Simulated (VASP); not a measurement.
# ZnSnN2 (P-6m2) in VASP: notebook

The runs below take ZnSnN2 through relaxation of cell and atoms, single point, with PBE.

Program: VASP 6.6.1. These are calculated values, not measurements. Logs are shortened: lines on timing, memory, paths and dates and some standing lists are left out, and cuts for length are marked.

### 1 The cell of the first run

It takes space group P-6m2 (No. 187, hexagonal). Conventional cell: a = 4.052 Å, b = 4.052 Å, c = 4.794 Å, α = 90.00°, β = 90.00°, γ = 120.00°. Within 2.3 Å of Zn (site symmetry -6m2) lie 2 N at 1.74 Å. Sn (site symmetry -6m2) has 3 Zn at 2.34 Å and 6 N at 2.91 Å within 3.1 Å. Within 1.8 Å of N (site symmetry 3m) lie 1 N at 1.32 Å and 1 Zn at 1.74 Å.

### 2 Relaxation of cell and atoms, PBE

INCAR

```
SYSTEM = ZnSnN2
  ALGO = Normal
  EDIFF = 1E-6
  EDIFFG = -0.04
  ENCUT = 600
  GGA = PE
  IBRION = 2
  ISIF = 3
  ISMEAR = 0
  LASPH = .TRUE.
  LCHARG = .FALSE.
  LREAL = .FALSE.
  LWAVE = .FALSE.
  NELM = 60
  NSW = 90
  PREC = Accurate
  SIGMA = 0.1
```

KPOINTS

```
k-points
0
G
  6 6 4
  0 0 0
```

POSCAR

```
ZnSnN2
1.0
    4.0523245300      0.0000000000      0.0000000000
   -2.0261622600      3.5094159800      0.0000000000
    0.0000000000      0.0000000000      4.7944540700
Zn Sn N
1 1 2
Direct
    0.0000000000      0.0000000000      0.0000000000
    0.6666666700      0.3333333300      0.0000000000
    0.0000000000      0.0000000000      0.6377046500
    0.0000000000      0.0000000000      0.3622953500
```

Potentials or basis: VASP PAW PBE potentials, release 64 (Zn, Sn_d, N).

Launch:

```
$ cat potpaw_PBE.64/Zn/POTCAR potpaw_PBE.64/Sn_d/POTCAR potpaw_PBE.64/N/POTCAR > POTCAR
$ mpirun -np 1 vasp_std > vasp.out
```

OUTCAR:

```text
SYSTEM = ZnSnN2
   EDIFF = 1E-6
   EDIFFG = -0.04
   ENCUT = 600
   GGA = PE
   IBRION = 2
   ISIF = 3
   ISMEAR = 0
   LASPH = .TRUE.
   LREAL = .FALSE.
   NELM = 60
   NSW = 90
   PREC = Accurate

 ion  position               nearest neighbor table
   1  0.000  0.000  0.000-   3 1.74   4 1.74   2 2.34   2 2.34   2 2.34
   2  0.667  0.333  0.000-   1 2.34   1 2.34   1 2.34
   3  0.000  0.000  0.638-   4 1.32   1 1.74
   4  0.000  0.000  0.362-   3 1.32   1 1.74

  LATTYP: Found a hexagonal cell.
 ALAT       =     4.0523245300
 C/A-ratio  =     1.1831367489

  Lattice vectors:

 A1 = (   4.0523245300,   0.0000000000,   0.0000000000)
 A2 = (  -2.0261622600,   3.5094159800,   0.0000000000)
 A3 = (   0.0000000000,   0.0000000000,   4.7944540700)

Analysis of symmetry for initial positions (statically):
=====================================================================
 Subroutine PRICEL returns:
 Original cell was already a primitive cell.

 Routine SETGRP: Setting up the symmetry group for a
 hexagonal supercell.

 Subroutine GETGRP returns: Found 12 space group operations
 (whereof 12 operations were pure point group operations)
 out of a pool of 24 trial point group operations.

The static configuration has the point symmetry D_3h.

Analysis of symmetry for dynamics (positions and initial velocities):
=====================================================================
 Subroutine PRICEL returns:
 Original cell was already a primitive cell.

 Routine SETGRP: Setting up the symmetry group for a
 hexagonal supercell.

 Subroutine GETGRP returns: Found 12 space group operations
 (whereof 12 operations were pure point group operations)
 out of a pool of 24 trial point group operations.

The dynamic configuration has the point symmetry D_3h.

 Subroutine INISYM returns: Found 12 space group operations
 (whereof 12 operations are pure point group operations),
 and found     1 'primitive' translations

----------------------------------------------------------------------------------------

                                     Primitive cell

  volume of cell :      68.1833

  direct lattice vectors                    reciprocal lattice vectors
     4.052324530  0.000000000  0.000000000     0.246771944  0.142473848  0.000000000
    -2.026162260  3.509415980  0.000000000     0.000000000  0.284947697  0.000000000
     0.000000000  0.000000000  4.794454070     0.000000000  0.000000000  0.208574321

  length of vectors
     4.052324530  4.052324521  4.794454070     0.284947696  0.284947697  0.208574321

  position of ions in fractional coordinates (direct lattice)
     0.000000000  0.000000000  0.000000000
     0.666666670  0.333333330  0.000000000
     0.000000000  0.000000000  0.637704650
     0.000000000  0.000000000  0.362295350

  ion indices of the primitive-cell ions
   primitive index   ion index
                 1           1
                 2           2
                 3           3
                 4           4

----------------------------------------------------------------------------------------

 KPOINTS: k-points

Automatic generation of k-mesh.
 Grid dimensions read from file:
 generate k-points for:    6    6    4

 Generating k-lattice:

  Cartesian coordinates                     Fractional coordinates (reciprocal lattice)
     0.041128657  0.023745641  0.000000000     0.166666667  0.000000000  0.000000000
     0.000000000  0.047491283  0.000000000     0.000000000  0.166666667  0.000000000
     0.000000000  0.000000000  0.052143580     0.000000000  0.000000000  0.250000000

  Length of vectors
     0.047491283  0.047491283  0.052143580

  Shift w.r.t. Gamma in fractional coordinates (k-lattice)
     0.000000000  0.000000000  0.000000000

 Subroutine IBZKPT returns following result:
 ===========================================

 Found     21 irreducible k-points:

 Following reciprocal coordinates:
            Coordinates               Weight
  0.000000  0.000000  0.000000      1.000000
  0.166667 -0.000000  0.000000      6.000000
  0.333333  0.000000  0.000000      6.000000
  0.500000 -0.000000  0.000000      3.000000
  0.166667  0.166667  0.000000      6.000000
  0.333333  0.166667  0.000000     12.000000
[... 13 lines left out ...]
  0.333333  0.166667  0.500000     12.000000
  0.333333  0.333333  0.500000      2.000000
   k-points           NKPTS =     21   k-points in BZ     NKDIM =     21   number of bands    NBANDS=     22
   number of dos      NEDOS =    301   number of ions     NIONS =      4
   total plane-waves  NPLWV =  40960
   dimension x,y,z NGX =    32 NGY =   32 NGZ =   40
   dimension x,y,z NGXF=    64 NGYF=   64 NGZF=   80
   ions per type =               1   1   2
   NGX,Y,Z   is equivalent  to a cutoff of  13.13, 13.13, 13.87 a.u.
   NGXF,Y,Z  is equivalent  to a cutoff of  26.26, 26.26, 27.74 a.u.
 SYSTEM =  ZnSnN2
   PREC   = accura    normal or accurate (medium, high low for compatibility)
   ISTART =      0    job   : 0-new  1-cont  2-samecut
   ICHARG =      2    charge: 1-file 2-atom 10-const
   ISPIN  =      1    spin polarized calculation?
   LNONCOLLINEAR =      F non collinear calculations
   LSORBIT =      F    spin-orbit coupling
   LASPH  =      T    aspherical Exc in radial PAW
   ENCUT  =  600.0 eV  44.10 Ry    6.64 a.u.   8.09  8.09  9.58*2*pi/ulx,y,z
   NELM   =     60;   NELMIN=  2; NELMDL= -5     # of ELM steps
   EDIFF  = 0.1E-05   stopping-criterion for ELM
   LREAL  =      F    real-space projection
   EDIFFG = -.4E-01   stopping-criterion for IOM
   NSW    =     90    number of steps for IOM
   IBRION =      2    ionic relax: 0-MD 1-quasi-New 2-CG
   NFREE  =      1    steps in history (QN), initial steepest desc. (CG)
   ISIF   =      3    stress and relaxation
   ISYM   =      2    0-nonsym 1-usesym 2-fastsym
   POTIM  = 0.5000    time-step for ionic-motion
   TEBEG  =    0.0;   TEEND  =   0.0 temperature during run
   PSTRESS=    0.0 pullay stress
   NELECT =      36.0000    total number of electrons
   NUPDOWN=      -1.0000    fix difference up-down
   EMIN   =  10.00;   EMAX   =-10.00  energy-range for DOS
   EFERMI =   0.00;   METHOD = LEGACY
   ISMEAR =     0;   SIGMA  =   0.10  broadening in eV -4-tet -1-fermi 0-gaus
   EFERMI_NEDOS =   21; number of points for ismear=-14 and -15
   IALGO  =     38    algorithm
   IMIX   =      4    mixing-type and parameters
     AMIX     =   0.40;   BMIX     =  1.00
     AMIX_MAG =   1.60;   BMIX_MAG =  1.00
  volume/ion in A,a.u.               =      17.05       115.03
  Fermi-wavevector in a.u.,A,eV,Ry     =   1.323172  2.500432 23.820859  1.750784
  Thomas-Fermi vector in A             =   2.452799
   LORBIT       =      0    0 simple, 1 ext, 2 COOP (PROOUT), +10 PAW based schemes
   GGA     = PE    functional components
   LHFCALC =     F    Hartree Fock is set to
   AEXX    =    0.0000 exact exchange contribution
   IVDW    =     0    specifies the selected vdW correction
   LEPSILON=     F    determine dielectric tensor
   LRPA    =     F    only Hartree local field effects (RPA)
 conjugate gradient relaxation of ions
 non-spin polarized calculation
 Gauss-broadening in eV      SIGMA  =   0.10
  energy-cutoff  :      600.00
  volume of cell :       68.18
 maximum number of plane-waves:      2298
   NGX = 17   NGY = 17   NGZ = 19

--------------------------------------- Ionic step        1  -------------------------------------------

 number of electron      36.0000009 magnetization

 Free energy of the ion-electron system (eV)
  ---------------------------------------------------
  ext. energy  EPLUGINS =         0.00000000
  ---------------------------------------------------
  free energy    TOTEN  =       -15.43652290 eV

  energy without entropy =      -15.42623014  energy(sigma->0) =      -15.43137652

------------------------ aborting loop because EDIFF is reached ----------------------------------------

  FORCE on cell =-STRESS in cart. coord.  units (eV):
  Direction    XX          YY          ZZ          XY          YZ          ZX
  --------------------------------------------------------------------------------------
  -------------------------------------------------------------------------------------
  Total       11.4990144     11.4990143      7.8420435      0.0000000     -0.0000000      0.0000000
  in kB      270.2047437    270.2047425    184.2729541      0.0000004     -0.0000000      0.0000000
  external PRESSURE =     241.5608134 kB  Pullay stress =       0.0000000 kB
[... 95 lines left out ...]
  FREE ENERGIE OF THE ION-ELECTRON SYSTEM (eV)
  ---------------------------------------------------
  free  energy   TOTEN  =       -16.1271309907 eV

  energy  without entropy=      -16.1149604317  energy(sigma->0) =      -16.12104571

[... ionic steps 4 to 30 ...]

--------------------------------------- Ionic step       31  -------------------------------------------

 number of electron      36.0000003 magnetization

------------------------ aborting loop because EDIFF is reached ----------------------------------------

  FORCE on cell =-STRESS in cart. coord.  units (eV):
  Direction    XX          YY          ZZ          XY          YZ          ZX
  --------------------------------------------------------------------------------------
  -------------------------------------------------------------------------------------
  Total       -0.0543531     -0.0543531     -0.0391482     -0.0000000     -0.0000000     -0.0000000
  in kB       -0.7605529     -0.7605529     -0.5477939     -0.0000000     -0.0000000     -0.0000000
  external PRESSURE =      -0.6896332 kB  Pullay stress =       0.0000000 kB
[... 61 lines left out ...]
  energy  without entropy=      -19.5659892716  energy(sigma->0) =      -19.57679518

--------------------------------------- Ionic step       33  -------------------------------------------

 number of electron      36.0000001 magnetization

 Free energy of the ion-electron system (eV)
  ---------------------------------------------------
  ext. energy  EPLUGINS =         0.00000000
  ---------------------------------------------------
  free energy    TOTEN  =       -19.58763130 eV

  energy without entropy =      -19.56606782  energy(sigma->0) =      -19.57684956

 E-fermi :   1.1998     XC(G=0):  -7.3289

 val. band max:        1.1911444996   @ k =   0.5000  -0.0000   0.0000
 cond. band min:       1.2200018884   @ k =   0.3333   0.1667   0.0000
 fundamental gap:      0.0288573888
 Fermi energy:         1.1998374692

 k-point     1 :       0.0000    0.0000    0.0000
  band No.  band energies     occupation
      1     -22.7946      2.00000
      2     -20.1554      2.00000
      3     -20.0670      2.00000
      4     -20.0670      2.00000
      5     -19.8902      2.00000
      6     -19.8902      2.00000
[... 545 lines left out ...]
  FREE ENERGIE OF THE ION-ELECTRON SYSTEM (eV)
  ---------------------------------------------------
  free  energy   TOTEN  =       -19.5876313041 eV

  energy  without entropy=      -19.5660678224  energy(sigma->0) =      -19.57684956

 reached required accuracy - stopping structural energy minimisation
```

Wall time 4.5 min (1 thread of Intel Xeon 6975P-C (Granite Rapids), shared host); peak memory 0.23 GiB.

What came out:

- Free energy: -19.5876 eV
- Relaxed volume: 28.64 Å³/atom
- Relaxed cell: a = 4.568 Å, b = 4.568 Å, c = 6.338 Å, α = 90.00°, β = 90.00°, γ = 120.00°
- Space group after relaxing (to 0.05 Å): P-6m2 (No. 187)
- Energy gained by relaxing: 1037.8 meV/atom
- Ionic steps: 33
- Pressure after relaxing: -0.1 GPa
- Largest force after relaxing: 0.025 eV/Å
- Band gap on the k mesh: zero (band 18 reaches 2.40 eV, above the bottom of band 19 at 1.14 eV)

Forces on the atoms (eV/Å):
```
Zn   0.000  0.000  0.000
Sn   0.000  0.000  0.000
N    0.000  0.000 -0.025
N    0.000  0.000  0.025
```

Step by step:
```
step  energy change (eV)  largest force (eV/Å)  pressure (GPa)  volume (Å³)
   1              0.0000                8.8743           24.16        68.18
   2            145.3874              966.8635          271.87        96.77
   3             -0.6906                5.6565           26.04        68.55
   4             -0.7896                5.2287           25.99        68.84
   5             -1.0413               18.7158           36.20        75.58
   6             -1.4828                1.8720           27.22        71.83
   7             -1.5277                5.7588           28.90        72.92
   8             -3.8991                0.5455            1.83       104.70
   9             -3.9645                1.2446           -0.21       110.73
  10             -3.9739                1.5417           -0.94       113.50
  11             -3.9745                1.6386           -1.20       114.44
  12             -3.8474                7.5634            2.82       118.75
  13             -3.9992                0.8066           -0.02       115.76
  14             -4.0684                0.5524           -0.72       118.59
  15             -4.0990                0.4865           -1.32       122.04
  16             -4.1047                2.0844           -2.27       119.69
  17             -4.1100                1.0718           -1.92       120.67
  18             -4.1204                0.9354           -1.57       119.61
  19             -4.1378                0.6206           -0.99       117.28
  20             -4.1476                0.0408            0.35       112.70
  21             -4.1484                0.1056           -0.02       113.70
  22             -4.1484                0.0780            0.09       113.50
  23             -4.1487                0.0384            0.09       113.56
  24             -4.1494                0.0764            0.15       113.73
  25             -4.1501                0.3161            0.22       114.07
  26             -4.1502                0.2935            0.19       114.10
  27             -4.1505                0.2225            0.12       114.18
  28             -4.1509                0.0782            0.05       114.34
  29             -4.1509                0.2039           -0.18       114.67
  30             -4.1511                0.0654           -0.09       114.51
  31             -4.1511                0.0580           -0.07       114.50
  32             -4.1511                0.0499           -0.07       114.51
  33             -4.1511                0.0249           -0.07       114.55
```

Final structure:
```
Zn Sn N
1.0
     4.56846    0.00000    0.00000
    -2.28423    3.95640    0.00000
     0.00000    0.00000    6.33750
Zn Sn N
1 1 2
Direct
  0.00000 0.00000 0.00000
  0.66667 0.33333 0.00000
  0.00000 0.00000 0.58911
  0.00000 0.00000 0.41089
```

Levels at points of the mesh, in eV from the Fermi level:
```csv
k point,band 15,band 16,band 17,band 18,band 19,band 20,band 21,band 22
"(0.00, 0.00, 0.00)",-6.75,-5.32,-0.17,1.20,1.20,1.56,1.56,2.04
"(0.50, 0.00, 0.00)",-6.53,-5.75,-2.98,-0.21,-0.01,1.46,2.21,2.70
"(0.00, 0.00, 0.50)",-6.71,-6.23,-0.10,0.68,0.68,2.12,2.12,2.12
"(0.50, 0.00, 0.50)",-6.71,-5.98,-3.48,-0.52,0.58,1.34,1.98,2.97
```

Caveat: the volume moved by over 15 % at a fixed basis, so the end points are rough; spin-orbit coupling is left out, which moves the levels of the heavy elements.

[end of part 1 of 2]
